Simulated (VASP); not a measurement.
# CdSe4 (Pm-3m) in VASP: notebook, part 2 of 2

VASP 6.6.1. The steps go on from the part before.

## 6. Relaxation of cell and atoms, PBE

This run uses another cell than the first one, of 26.65 Å³/atom.

File INCAR:

```
  ALGO = Normal
  EDIFF = 1E-7
  EDIFFG = -0.08
  ENCUT = 500
  GGA = PE
  GGA_COMPAT = F
  IBRION = 2
  ISIF = 3
  ISMEAR = 0
  LASPH = T
  LCHARG = F
  LREAL = F
  LWAVE = F
  NELM = 120
  NELMIN = 4
  NSW = 36
  PREC = Accurate
  SIGMA = 0.2
```

File KPOINTS:

```
k-points
0
Gamma
  3 3 3
```

File POSCAR:

```
CdSe4
1.0
    5.1073779100      0.0000000000      0.0000000000
    0.0000000000      5.1073779100      0.0000000000
    0.0000000000      0.0000000000      5.1073779100
Cd Se
1 4
Direct
    0.5000000000      0.5000000000      0.5000000000
    0.0000000000      0.5000000000      0.5000000000
    0.5000000000      0.0000000000      0.5000000000
    0.5000000000      0.5000000000      0.0000000000
    0.0000000000      0.0000000000      0.0000000000
```

Potentials or basis: VASP PAW PBE potentials, release 64 (Cd, Se).

Started as:

```console
$ cat potpaw_PBE.64/Cd/POTCAR potpaw_PBE.64/Se/POTCAR > POTCAR
$ mpirun -np 1 vasp_std > vasp.out
```

OUTCAR:

```text
EDIFF = 1E-7
   EDIFFG = -0.08
   ENCUT = 500
   GGA = PE
   IBRION = 2
   ISIF = 3
   ISMEAR = 0
   LASPH = T
   LREAL = F
   NELM = 120
   NELMIN = 4
   NSW = 36
   PREC = Accurate

 ion  position               nearest neighbor table
   1  0.500  0.500  0.500-   2 2.55   3 2.55   4 2.55   4 2.55   3 2.55   2 2.55
   2  0.000  0.500  0.500-   1 2.55   1 2.55
   3  0.500  0.000  0.500-   1 2.55   1 2.55
   4  0.500  0.500  0.000-   1 2.55   1 2.55
   5  0.000  0.000  0.000-

  LATTYP: Found a simple cubic cell.
 ALAT       =     5.1073779100

  Lattice vectors:

 A1 = (   5.1073779100,   0.0000000000,   0.0000000000)
 A2 = (   0.0000000000,   5.1073779100,   0.0000000000)
 A3 = (   0.0000000000,   0.0000000000,   5.1073779100)

Analysis of symmetry for initial positions (statically):
=====================================================================
 Subroutine PRICEL returns:
 Original cell was already a primitive cell.

 Routine SETGRP: Setting up the symmetry group for a
 simple cubic supercell.

 Subroutine GETGRP returns: Found 48 space group operations
 (whereof 48 operations were pure point group operations)
 out of a pool of 48 trial point group operations.

The static configuration has the point symmetry O_h .

Analysis of symmetry for dynamics (positions and initial velocities):
=====================================================================
 Subroutine PRICEL returns:
 Original cell was already a primitive cell.

 Routine SETGRP: Setting up the symmetry group for a
 simple cubic supercell.

 Subroutine GETGRP returns: Found 48 space group operations
 (whereof 48 operations were pure point group operations)
 out of a pool of 48 trial point group operations.

The dynamic configuration has the point symmetry O_h .

 Subroutine INISYM returns: Found 48 space group operations
 (whereof 48 operations are pure point group operations),
 and found     1 'primitive' translations

----------------------------------------------------------------------------------------

                                     Primitive cell

  volume of cell :     133.2275

  direct lattice vectors                    reciprocal lattice vectors
     5.107377910  0.000000000  0.000000000     0.195795184  0.000000000  0.000000000
     0.000000000  5.107377910  0.000000000     0.000000000  0.195795184  0.000000000
     0.000000000  0.000000000  5.107377910     0.000000000  0.000000000  0.195795184

  length of vectors
     5.107377910  5.107377910  5.107377910     0.195795184  0.195795184  0.195795184

  position of ions in fractional coordinates (direct lattice)
     0.500000000  0.500000000  0.500000000
     0.000000000  0.500000000  0.500000000
     0.500000000  0.000000000  0.500000000
     0.500000000  0.500000000  0.000000000
     0.000000000  0.000000000  0.000000000

[... 94 lines left out ...]
 maximum number of plane-waves:      3407
 NGX is ok and might be reduce to    40
   NGX = 19   NGY = 19   NGZ = 19

--------------------------------------- Ionic step        1  -------------------------------------------

 number of electron      35.9999991 magnetization

 Free energy of the ion-electron system (eV)
  ---------------------------------------------------
  ext. energy  EPLUGINS =         0.00000000
  ---------------------------------------------------
  free energy    TOTEN  =       -10.54454842 eV

  energy without entropy =      -10.36530977  energy(sigma->0) =      -10.45492910

------------------------ aborting loop because EDIFF is reached ----------------------------------------

  FORCE on cell =-STRESS in cart. coord.  units (eV):
  Direction    XX          YY          ZZ          XY          YZ          ZX
  --------------------------------------------------------------------------------------
  -------------------------------------------------------------------------------------
  Total        2.5548289      2.5548289      2.5548289     -0.0000000     -0.0000000      0.0000000
  in kB       30.7240465     30.7240465     30.7240465     -0.0000000     -0.0000000      0.0000000
  external PRESSURE =      30.7240465 kB  Pullay stress =       0.0000000 kB

 VOLUME and BASIS-vectors are now :
 -----------------------------------------------------------------------------
  energy-cutoff  :      500.00
  volume of cell :      133.23
      direct lattice vectors                 reciprocal lattice vectors
     5.107377910  0.000000000  0.000000000     0.195795184  0.000000000  0.000000000
     0.000000000  5.107377910  0.000000000     0.000000000  0.195795184  0.000000000
     0.000000000  0.000000000  5.107377910     0.000000000  0.000000000  0.195795184

 POSITION                                       TOTAL-FORCE (eV/Angst)
 -----------------------------------------------------------------------------------
      2.55369      2.55369      2.55369         0.000000      0.000000      0.000000
      0.00000      2.55369      2.55369         0.000000      0.000000      0.000000
      2.55369      0.00000      2.55369         0.000000      0.000000      0.000000
      2.55369      2.55369      0.00000         0.000000      0.000000      0.000000
      0.00000      0.00000      0.00000         0.000000      0.000000      0.000000
 -----------------------------------------------------------------------------------
    total drift:                                0.000000      0.000000     -0.000000

  FREE ENERGIE OF THE ION-ELECTRON SYSTEM (eV)
  ---------------------------------------------------
  free  energy   TOTEN  =       -10.5445484215 eV

  energy  without entropy=      -10.3653097732  energy(sigma->0) =      -10.45492910

--------------------------------------- Ionic step        2  -------------------------------------------

 number of electron      36.0000013 magnetization

 Free energy of the ion-electron system (eV)
  ---------------------------------------------------
  ext. energy  EPLUGINS =         0.00000000
  ---------------------------------------------------
  free energy    TOTEN  =       -10.62729129 eV

  energy without entropy =      -10.43121273  energy(sigma->0) =      -10.52925201

 E-fermi :   1.1108     XC(G=0):  -8.9536

 val. band max:        1.0630162229   @ k =   0.3333   0.3333   0.0000
 cond. band min:       1.1291911413   @ k =   0.3333   0.3333   0.0000
 fundamental gap:      0.0661749184
 Fermi energy:         1.1108266679

 k-point     1 :       0.0000    0.0000    0.0000
  band No.  band energies     occupation
      1     -12.0083      2.00000
      2     -10.9295      2.00000
      3     -10.9295      2.00000
      4     -10.2554      2.00000
      5      -6.9313      2.00000
      6      -6.9313      2.00000
[... 89 lines left out ...]
     21       1.8050      0.00000
     22       5.5903      0.00000

------------------------ aborting loop because EDIFF is reached ----------------------------------------

  FORCE on cell =-STRESS in cart. coord.  units (eV):
  Direction    XX          YY          ZZ          XY          YZ          ZX
  --------------------------------------------------------------------------------------
  -------------------------------------------------------------------------------------
  Total       -0.1893008     -0.1893008     -0.1893008     -0.0000000      0.0000000      0.0000000
  in kB       -2.1161286     -2.1161286     -2.1161286     -0.0000000      0.0000000      0.0000000
  external PRESSURE =      -2.1161286 kB  Pullay stress =       0.0000000 kB

 VOLUME and BASIS-vectors are now :
 -----------------------------------------------------------------------------
  energy-cutoff  :      500.00
  volume of cell :      143.32
      direct lattice vectors                 reciprocal lattice vectors
     5.233276537 -0.000000000  0.000000000     0.191084876  0.000000000  0.000000000
    -0.000000000  5.233276537  0.000000000     0.000000000  0.191084876  0.000000000
    -0.000000000 -0.000000000  5.233276537    -0.000000000 -0.000000000  0.191084876

 POSITION                                       TOTAL-FORCE (eV/Angst)
 -----------------------------------------------------------------------------------
      2.61664      2.61664      2.61664        -0.000000     -0.000000      0.000000
     -0.00000      2.61664      2.61664         0.000000     -0.000000      0.000000
      2.61664     -0.00000      2.61664         0.000000      0.000000      0.000000
      2.61664      2.61664      0.00000         0.000000     -0.000000     -0.000000
      0.00000      0.00000      0.00000         0.000000     -0.000000      0.000000
 -----------------------------------------------------------------------------------
    total drift:                                0.000000      0.000000     -0.000000

  FREE ENERGIE OF THE ION-ELECTRON SYSTEM (eV)
  ---------------------------------------------------
  free  energy   TOTEN  =       -10.6272912902 eV

  energy  without entropy=      -10.4312127311  energy(sigma->0) =      -10.52925201

 reached required accuracy - stopping structural energy minimisation
```

OSZICAR:

```text
N       E                     dE             d eps       ncg     rms          rms(c)
DAV:   1     0.211594022694E+03    0.21159E+03   -0.15844E+04   176   0.138E+03
DAV:   2     0.188120951306E+01   -0.20971E+03   -0.20581E+03   218   0.284E+02
DAV:   3    -0.108299922811E+02   -0.12711E+02   -0.12503E+02   206   0.707E+01
[... 20 lines left out ...]
DAV:   7    -0.106273012444E+02    0.21189E-03   -0.14204E-03   182   0.304E-01    0.104E-01
DAV:   8    -0.106272870306E+02    0.14214E-04   -0.20473E-04   176   0.102E-01    0.335E-02
DAV:   9    -0.106272926020E+02   -0.55713E-05   -0.19958E-05   176   0.360E-02    0.871E-03
DAV:  10    -0.106272913688E+02    0.12332E-05   -0.84878E-06   176   0.375E-02    0.258E-03
DAV:  11    -0.106272912902E+02    0.78577E-07   -0.56584E-07   182   0.425E-03
   2 F= -.10627291E+02 E0= -.10529252E+02  d E =-.827429E-01
```

CONTCAR:

```text
CdSe4
   1.00000000000000
     5.2332765372875452   -0.0000000000000000    0.0000000000000000
    -0.0000000000000000    5.2332765372875452    0.0000000000000000
    -0.0000000000000000   -0.0000000000000000    5.2332765372875452
  Cd              Se
     1     4
Direct
     0.5000000000000000    0.5000000000000000    0.5000000000000000
     0.0000000000000000    0.5000000000000000    0.5000000000000000
     0.5000000000000000    0.0000000000000000    0.5000000000000000
     0.5000000000000000    0.5000000000000000    0.0000000000000000
     0.0000000000000000    0.0000000000000000    0.0000000000000000

  0.00000000E+00  0.00000000E+00  0.00000000E+00
  0.00000000E+00  0.00000000E+00  0.00000000E+00
  0.00000000E+00  0.00000000E+00  0.00000000E+00
  0.00000000E+00  0.00000000E+00  0.00000000E+00
  0.00000000E+00  0.00000000E+00  0.00000000E+00
```

Run time: 30 s. Hardware: 1 thread of AMD EPYC 7R13 (Zen 3), shared host; peak memory 0.2 GiB.

Results:

* Free energy: -10.6273 eV
* Relaxed volume: 28.66 Å³/atom
* Relaxed cell: a = 5.233 Å, b = 5.233 Å, c = 5.233 Å, α = 90.00°, β = 90.00°, γ = 90.00°
* Space group after relaxing (to 0.1 Å): Pm-3m (No. 221)
* Energy gained by relaxing: 16.5 meV/atom
* Ionic steps: 2
* Pressure after relaxing: -0.2 GPa
* Band gap on the k mesh: zero (bands 18 and 19 overlap by 0.54 eV)

Step by step:
| step | energy change (eV) | largest force (eV/Å) | pressure (GPa) | volume (Å³) |
| --- | --- | --- | --- | --- |
| 1 | 0.0000 | 0.0000 | 3.07 | 133.23 |
| 2 | -0.0827 | 0.0000 | -0.21 | 143.32 |

Final structure:
```yaml
crystal:
  lattice:
    - [5.23328, 0.00000, 0.00000]
    - [0.00000, 5.23328, 0.00000]
    - [0.00000, 0.00000, 5.23328]
  atoms:
    - { symbol: Cd, position: [0.50000, 0.50000, 0.50000] }
    - { symbol: Se, position: [0.00000, 0.50000, 0.50000] }
    - { symbol: Se, position: [0.50000, 0.00000, 0.50000] }
    - { symbol: Se, position: [0.50000, 0.50000, 0.00000] }
    - { symbol: Se, position: [0.00000, 0.00000, 0.00000] }
```

Levels at points of the mesh, in eV from the Fermi level:
```csv
k point,band 15,band 16,band 17,band 18,band 19,band 20,band 21,band 22
"(0.00, 0.00, 0.00)",-1.12,-0.55,-0.55,-0.55,0.87,0.88,0.88,0.88
```

Caveat: the k points lie up to 0.40 Å⁻¹ apart in the final cell, too coarse for converged energies and pressures of a metal; semilocal functionals underestimate gaps, and a narrow one can read as zero.

## 7. Overview

| task | cell | gap on the mesh (eV) | pressure (GPa) | relaxed volume (Å³/atom) |
| --- | --- | --- | --- | --- |
| single point | a = 5.064 Å, 5 atoms, atomic positions A | none | 0.1 | - |
| single point | a = 5.212 Å, 5 atoms, atomic positions B | none | 0.3 | - |
| single point | a = 5.204 Å, 5 atoms, atomic positions B | none | 0.5 | - |
| relaxation of cell and atoms | relaxed from a = 5.039 Å, 5 atoms, atomic positions A | none | -0.1 | 26.11 |
| relaxation of cell and atoms | relaxed from a = 5.107 Å, 5 atoms, atomic positions B | none | -0.2 | 28.66 |

Alike in all rows: level PBE; potentials or basis VASP PAW PBE potentials, release 64 (Cd, Se); no spin polarisation; k mesh 3 × 3 × 3; cutoff (eV) 500; smearing gaussian 0.2 eV.

Caveats: all runs use coarse meshes; semilocal functionals underestimate gaps, and a narrow one can read as zero (at least some runs).

Absolute energies hang on the potentials; compare differences alone.

The gap in the log of VASP goes by the Fermi energy; the results here count the filled bands.